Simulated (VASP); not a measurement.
# Sn in VASP: further runs, part 2 of 2

VASP 6.6.1. Earlier steps stand in the parts before.

## Step 4: Single point, r2SCAN

Contents of POSCAR:

```
Sn
1.0
   -1.8946518192      1.8946518192      1.8946518192
    1.8946518192     -1.8946518192      1.8946518192
    1.8946518192      1.8946518192     -1.8946518192
Sn
1
Direct
    0.0000000000      0.0000000000      0.0000000000
```

Contents of INCAR.step1:

```
PREC     = Accurate       # precision mode
ENCUT    = 550            # plane-wave cutoff, eV
ISMEAR   = -4             # smearing method
SIGMA    = 0.1            # smearing width, eV
LREAL    = F              # projectors in reciprocal space
LASPH    = T              # aspherical terms in the spheres
NELM     = 120            # most SCF steps
NBANDS   = 13             # bands
GGA      = PE             # functional
ALGO     = Normal         # electronic algorithm
EDIFF    = 1E-5           # SCF threshold, eV
LWAVE    = T              # write WAVECAR
LCHARG   = F              # write CHGCAR
GGA_COMPAT= F
```

Contents of INCAR.step2:

```
PREC     = Accurate       # precision mode
ENCUT    = 550            # plane-wave cutoff, eV
EDIFF    = 1E-6           # SCF threshold, eV
ISMEAR   = -4             # smearing method
SIGMA    = 0.1            # smearing width, eV
LREAL    = F              # projectors in reciprocal space
LASPH    = T              # aspherical terms in the spheres
NELM     = 120            # most SCF steps
ALGO     = Normal         # electronic algorithm
ISIF     = 2              # what is computed and relaxed
LWAVE    = F              # write WAVECAR
LCHARG   = F              # write CHGCAR
METAGGA  = R2SCAN         # meta-GGA
LMIXTAU  = T            
NBANDS   = 13             # bands
ISTART   = 1            
GGA_COMPAT= F
```

Contents of KPOINTS:

```
Automatic mesh
0
Gamma
  6 6 6
```

Potentials or basis: VASP PAW PBE potentials, release 64 (Sn_d).

The run is started by

```console
cat potpaw_PBE.64/Sn_d/POTCAR > POTCAR
cp INCAR.step1 INCAR
mpirun -np 1 vasp_std > vasp.out
cp INCAR.step2 INCAR
mpirun -np 1 vasp_std > vasp.out
```

OUTCAR:

```text
PREC = Accurate
   ENCUT = 550
   EDIFF = 1E-6
   ISMEAR = -4
   LREAL = F
   LASPH = T
   NELM = 120
   ISIF = 2
   METAGGA = R2SCAN
   ISTART = 1

 ion  position               nearest neighbor table
   1  0.000  0.000  0.000-

  LATTYP: Found a body centered cubic cell.
 ALAT       =     3.7893036384

  Lattice vectors:

 A1 = (  -1.8946518192,   1.8946518192,   1.8946518192)
 A2 = (   1.8946518192,  -1.8946518192,   1.8946518192)
 A3 = (   1.8946518192,   1.8946518192,  -1.8946518192)

Analysis of symmetry for initial positions (statically):
=====================================================================
 Subroutine PRICEL returns:
 Original cell was already a primitive cell.

 Routine SETGRP: Setting up the symmetry group for a
 body centered cubic supercell.

 Subroutine GETGRP returns: Found 48 space group operations
 (whereof 48 operations were pure point group operations)
 out of a pool of 48 trial point group operations.

The static configuration has the point symmetry O_h .

Analysis of symmetry for dynamics (positions and initial velocities):
=====================================================================
 Subroutine PRICEL returns:
 Original cell was already a primitive cell.

 Routine SETGRP: Setting up the symmetry group for a
 body centered cubic supercell.

 Subroutine GETGRP returns: Found 48 space group operations
 (whereof 48 operations were pure point group operations)
 out of a pool of 48 trial point group operations.

The dynamic configuration has the point symmetry O_h .

 Subroutine INISYM returns: Found 48 space group operations
 (whereof 48 operations are pure point group operations),
 and found     1 'primitive' translations

----------------------------------------------------------------------------------------

                                     Primitive cell

  volume of cell :      27.2050

  direct lattice vectors                    reciprocal lattice vectors
    -1.894651819  1.894651819  1.894651819     0.000000000  0.263900731  0.263900731
     1.894651819 -1.894651819  1.894651819     0.263900731  0.000000000  0.263900731
     1.894651819  1.894651819 -1.894651819     0.263900731  0.263900731  0.000000000

  length of vectors
     3.281633214  3.281633214  3.281633214     0.373211993  0.373211993  0.373211993

  position of ions in fractional coordinates (direct lattice)
     0.000000000  0.000000000  0.000000000

  ion indices of the primitive-cell ions
   primitive index   ion index
                 1           1

----------------------------------------------------------------------------------------

 KPOINTS: Automatic mesh

Automatic generation of k-mesh.
 Grid dimensions read from file:
 generate k-points for:    6    6    6

 Generating k-lattice:

  Cartesian coordinates                     Fractional coordinates (reciprocal lattice)
     0.000000000  0.043983455  0.043983455     0.166666667  0.000000000  0.000000000
     0.043983455  0.000000000  0.043983455     0.000000000  0.166666667  0.000000000
     0.043983455  0.043983455  0.000000000     0.000000000  0.000000000  0.166666667

  Length of vectors
     0.062201999  0.062201999  0.062201999

  Shift w.r.t. Gamma in fractional coordinates (k-lattice)
     0.000000000  0.000000000  0.000000000

 TETIRR: Found    191 inequivalent tetrahedra from     1296

 Subroutine IBZKPT returns following result:
 ===========================================

 Found     16 irreducible k-points:

 Following reciprocal coordinates:
            Coordinates               Weight
  0.000000  0.000000  0.000000      1.000000
  0.166667  0.000000  0.000000     12.000000
  0.333333  0.000000  0.000000     12.000000
  0.500000  0.000000  0.000000      6.000000
  0.166667  0.166667  0.000000     24.000000
  0.333333  0.166667  0.000000     48.000000
[... 8 lines left out ...]
  0.500000  0.500000  0.333333     12.000000
  0.500000  0.500000  0.500000      1.000000
   k-points           NKPTS =     16   k-points in BZ     NKDIM =     16   number of bands    NBANDS=     13
   number of dos      NEDOS =    301   number of ions     NIONS =      1
   total plane-waves  NPLWV =  21952
   dimension x,y,z NGX =    28 NGY =   28 NGZ =   28
   dimension x,y,z NGXF=    56 NGYF=   56 NGZF=   56
   ions per type =               1
   NGX,Y,Z   is equivalent  to a cutoff of  14.18, 14.18, 14.18 a.u.
   NGXF,Y,Z  is equivalent  to a cutoff of  28.37, 28.37, 28.37 a.u.
 SYSTEM =  unknown system
   PREC   = accura    normal or accurate (medium, high low for compatibility)
   ISTART =      1    job   : 0-new  1-cont  2-samecut
   ICHARG =      0    charge: 1-file 2-atom 10-const
   ISPIN  =      1    spin polarized calculation?
   LNONCOLLINEAR =      F non collinear calculations
   LSORBIT =      F    spin-orbit coupling
   LASPH  =      T    aspherical Exc in radial PAW
   ENCUT  =  550.0 eV  40.42 Ry    6.36 a.u.   6.28  6.28  6.28*2*pi/ulx,y,z
   NELM   =    120;   NELMIN=  2; NELMDL=  0     # of ELM steps
   EDIFF  = 0.1E-05   stopping-criterion for ELM
   LREAL  =      F    real-space projection
[... 7 lines left out ...]
   TEBEG  =    0.0;   TEEND  =   0.0 temperature during run
   PSTRESS=    0.0 pullay stress
   NELECT =      14.0000    total number of electrons
   NUPDOWN=      -1.0000    fix difference up-down
   EMIN   =  10.00;   EMAX   =-10.00  energy-range for DOS
   EFERMI =   0.00;   METHOD = LEGACY
   ISMEAR =    -4;   SIGMA  =   0.10  broadening in eV -4-tet -1-fermi 0-gaus
   EFERMI_NEDOS =   21; number of points for ismear=-14 and -15
   IALGO  =     38    algorithm
   IMIX   =      4    mixing-type and parameters
     AMIX     =   0.40;   BMIX     =  1.00
     AMIX_MAG =   1.60;   BMIX_MAG =  1.00
  volume/ion in A,a.u.               =      27.20       183.59
  Fermi-wavevector in a.u.,A,eV,Ry     =   1.311902  2.479136 23.416813  1.721087
  Thomas-Fermi vector in A             =   2.442332
   LORBIT       =      0    0 simple, 1 ext, 2 COOP (PROOUT), +10 PAW based schemes
   METAGGA = R2SCAN    functional components
   LHFCALC =     F    Hartree Fock is set to
   AEXX    =    0.0000 exact exchange contribution
   IVDW    =     0    specifies the selected vdW correction
   LEPSILON=     F    determine dielectric tensor
   LRPA    =     F    only Hartree local field effects (RPA)
 non-spin polarized calculation
 Fermi weights with tetrahedron method witout Bloechl corrections
  energy-cutoff  :      550.00
  volume of cell :       27.20
 maximum number of plane-waves:       814
 NGX is ok and might be reduce to    28
   NGX = 13   NGY = 13   NGZ = 13

 number of electron      13.9999996 magnetization

 Free energy of the ion-electron system (eV)
  ---------------------------------------------------
  ext. energy  EPLUGINS =         0.00000000
  ---------------------------------------------------
  free energy    TOTEN  =       -24.02203415 eV

  energy without entropy =      -24.02203415  energy(sigma->0) =      -24.02203415

 E-fermi :   8.1814     XC(G=0): -11.2036

 val. band max:        8.8468463208   @ k =  -0.3333   0.3333   0.3333
 cond. band min:       7.4269599925   @ k =   0.5000   0.5000   0.5000
 fundamental gap:     -1.4198863283
 Fermi energy:         8.1814144395

 k-point     1 :       0.0000    0.0000    0.0000
  band No.  band energies     occupation
      1     -14.1857      2.00000
      2     -14.1857      2.00000
      3     -14.1857      2.00000
      4     -14.0339      2.00000
      5     -14.0339      2.00000
      6      -3.5837      2.00000
      7      16.4342      0.00000
      8      16.4342      0.00000
      9      16.4342      0.00000
     10      20.9458      0.00000
     11      20.9458      0.00000
     12      20.9458      0.00000
     13      21.2072      0.00000
[... 225 lines left out ...]
 k-point    16 :       0.5000    0.5000    0.5000
  band No.  band energies     occupation
      1     -14.2058      2.00000
      2     -14.2058      2.00000
      3     -13.9651      2.00000
      4     -13.9651      2.00000
      5     -13.9651      2.00000
      6       5.7045      2.00000
      7       7.4270      1.98918
      8       7.4270      1.84335
      9       7.4270      0.22244
     10      12.2754      0.00000
     11      12.2754      0.00000
     12      27.0926      0.00000
     13      30.0981      0.00000

------------------------ aborting loop because EDIFF is reached ----------------------------------------

  FORCE on cell =-STRESS in cart. coord.  units (eV):
  Direction    XX          YY          ZZ          XY          YZ          ZX
  --------------------------------------------------------------------------------------
  -------------------------------------------------------------------------------------
  Total        0.5051396      0.5051396      0.5051396      0.0000000     -0.0000000     -0.0000000
  in kB       29.7490981     29.7490981     29.7490981      0.0000000     -0.0000000     -0.0000000
  external PRESSURE =      29.7490981 kB  Pullay stress =       0.0000000 kB

 VOLUME and BASIS-vectors are now :
 -----------------------------------------------------------------------------
  energy-cutoff  :      550.00
  volume of cell :       27.20
      direct lattice vectors                 reciprocal lattice vectors
    -1.894651819  1.894651819  1.894651819     0.000000000  0.263900731  0.263900731
     1.894651819 -1.894651819  1.894651819     0.263900731  0.000000000  0.263900731
     1.894651819  1.894651819 -1.894651819     0.263900731  0.263900731  0.000000000

 POSITION                                       TOTAL-FORCE (eV/Angst)
 -----------------------------------------------------------------------------------
      0.00000      0.00000      0.00000        -0.000000      0.000000     -0.000000
 -----------------------------------------------------------------------------------
    total drift:                               -0.000000      0.000000      0.000000

  FREE ENERGIE OF THE ION-ELECTRON SYSTEM (eV)
  ---------------------------------------------------
  free  energy   TOTEN  =       -24.0220341503 eV

  energy  without entropy=      -24.0220341503  energy(sigma->0) =      -24.02203415
```

It took 22 s on 1 thread of AMD EPYC 9R45 (Zen 5), shared host; peak memory 0.12 GiB.

What came out:

* Free energy: -24.0220 eV
* Pressure: 3.0 GPa
* Band gap on the k mesh: zero (band 7 reaches 16.43 eV, above the bottom of band 8 at 5.45 eV)

Caveat: the k points lie up to 0.39 Å⁻¹ apart; the PAW data sets were made with another functional, which shifts forces and pressure a little; spin-orbit coupling is left out, which moves the levels of the heavy elements.

## Step 5: Single point, PBE, collinear spin, zero start

Contents of INCAR:

```
PREC = Accurate
ENCUT = 500
EDIFF = 1E-6
ISMEAR = 0
SIGMA = 0.1
LREAL = False
LASPH = True
NELM = 200
ALGO = Normal
ISIF = 2
LWAVE = False
LCHARG = False
ISPIN = 2
MAGMOM = 0
LORBIT = 11
GGA = PE
NBANDS = 17
GGA_COMPAT = False
```

Contents of KPOINTS:

```
regular mesh
0
Gamma
  6 6 6
```

POSCAR is that of step 4.

The run is started by

```console
cat potpaw_PBE.64/Sn_d/POTCAR > POTCAR
mpirun -np 1 vasp_std > vasp.out
```

It took 7.4 s on 1 thread of AMD EPYC 9R45 (Zen 5), shared host; peak memory 0.12 GiB.

The run converged. Its results:

- Free energy: -3.8012 eV
- Pressure: 0.7 GPa
- Band gap on the k mesh: zero (filled and empty bands overlap)
- Net moment: 0.00 μB per cell
- Valence electrons inside the program's atomic spheres: Sn 12.15

Levels at points of the mesh, in eV from the Fermi level:
Spin up:
```csv
k point,band 5,band 6,band 7,band 8,band 9,band 10
"(0.00, 0.00, 0.00)",-21.57,-11.23,7.81,7.81,7.81,11.97
"(0.50, 0.00, 0.00)",-21.49,-6.56,-4.56,3.46,5.29,7.80
"(0.50, 0.50, 0.50)",-21.51,-2.62,-0.62,-0.62,-0.62,3.69
```
Spin down:
```
           k point  band 4  band 5  band 6  band 7  band 8  band 9  band 10  band 11
(0.00, 0.00, 0.00)  -21.57  -21.57  -11.23    7.81    7.81    7.81    11.97    11.97
(0.50, 0.00, 0.00)  -21.58  -21.49   -6.56   -4.56    3.46    5.29     7.80     8.10
(0.50, 0.50, 0.50)  -21.51  -21.51   -2.62   -0.62   -0.62   -0.62     3.69     3.69
```

Caveat: the k points lie up to 0.39 Å⁻¹ apart; spin-orbit coupling is left out, which moves the levels of the heavy elements.

## Step 6: Single point, PBE

Contents of INCAR:

```
PREC = Accurate
ENCUT = 500
EDIFF = 1E-6
ISMEAR = 0
SIGMA = 0.1
LREAL = F
LASPH = T
NELM = 120
ALGO = Normal
ISIF = 2
LWAVE = F
LCHARG = F
GGA = PE
NBANDS = 13
GGA_COMPAT = F
```

KPOINTS is that of step 5.

Contents of POSCAR:

```
Sn
1.0
   -1.9206997094      1.8255925592      1.8717101554
    1.9105090687     -1.8792337824      1.9151607379
    1.9413681672      1.8999022402     -1.9253513786
Sn
1
Direct
    0.0000000000      0.0000000000      0.0000000000
```

Potentials or basis: VASP PAW PBE potentials, release 64 (Sn_d).

The run is started by

```console
cat potpaw_PBE.64/Sn_d/POTCAR > POTCAR
mpirun -np 1 vasp_std > vasp.out
```

Wall time 13 s (1 thread of AMD EPYC 9R45 (Zen 5), shared host); peak memory 0.12 GiB.

The run converged. Its results:

* Free energy: -3.7982 eV
* Pressure: 0.8 GPa
* Band gap on the k mesh: zero (band 7 reaches 15.81 eV, above the bottom of band 8 at 5.60 eV)

Stress tensor (GPa, compression positive):
```
 0.93 -0.47  0.21
-0.47  1.74  0.96
 0.21  0.96 -0.24
```

Levels at points of the mesh, in eV from the Fermi level:
```csv
k point,band 3,band 4,band 5,band 6,band 7,band 8,band 9,band 10,band 11,band 12
"(0.00, 0.00, 0.00)",-21.54,-21.42,-21.41,-11.08,7.72,7.93,8.23,11.92,12.05,12.39
"(0.50, 0.00, 0.00)",-21.43,-21.42,-21.32,-6.06,-4.30,3.19,5.09,7.46,7.96,15.00
"(0.00, 0.50, 0.00)",-21.43,-21.42,-21.33,-6.47,-4.45,3.72,5.81,7.92,8.81,14.40
"(0.50, 0.50, 0.00)",-21.43,-21.42,-21.33,-6.31,-4.39,3.49,5.49,7.68,8.46,14.57
"(0.00, 0.00, 0.50)",-21.42,-21.41,-21.34,-6.48,-4.44,3.68,5.53,7.91,8.47,14.84
"(0.50, 0.00, 0.50)",-21.43,-21.42,-21.34,-6.55,-4.47,3.86,5.78,8.18,8.66,14.53
"(0.00, 0.50, 0.50)",-21.42,-21.41,-21.34,-6.51,-4.43,3.64,5.27,7.92,8.12,15.74
"(0.50, 0.50, 0.50)",-21.37,-21.36,-21.33,-2.47,-0.78,-0.50,-0.09,3.73,4.00,18.14
```

Caveat: the k points lie up to 0.40 Å⁻¹ apart; spin-orbit coupling is left out, which moves the levels of the heavy elements.

## Step 7: The runs side by side

```tsv
level	spin	cell	cutoff (eV)	smearing	gap on the mesh (eV)	pressure (GPa)
PBE	off	a = 3.282 Å, angles 109.5°, 1 atom	500	gaussian 0.1 eV	none	0.7
r2SCAN	off	a = 3.282 Å, angles 109.5°, 1 atom	550	tetrahedron	none	3.0
PBE	collinear, zero start	a = 3.282 Å, angles 109.5°, 1 atom	500	gaussian 0.1 eV	none	0.7
PBE	off	a = 3.244, b = 3.294, c = 3.329 Å, angles 108.9, 111.0, 109.2°, 1 atom	500	gaussian 0.1 eV	none	0.8
```

Alike in all rows: task single point; potentials or basis VASP PAW PBE potentials, release 64 (Sn_d); k mesh 6 × 6 × 6.

Caveats: all runs use coarse meshes; spin-orbit coupling is left out, which moves the levels of the heavy elements; the PAW data sets were made with another functional, which shifts forces and pressure a little (some runs).

Absolute energies hang on the potentials; compare differences alone.
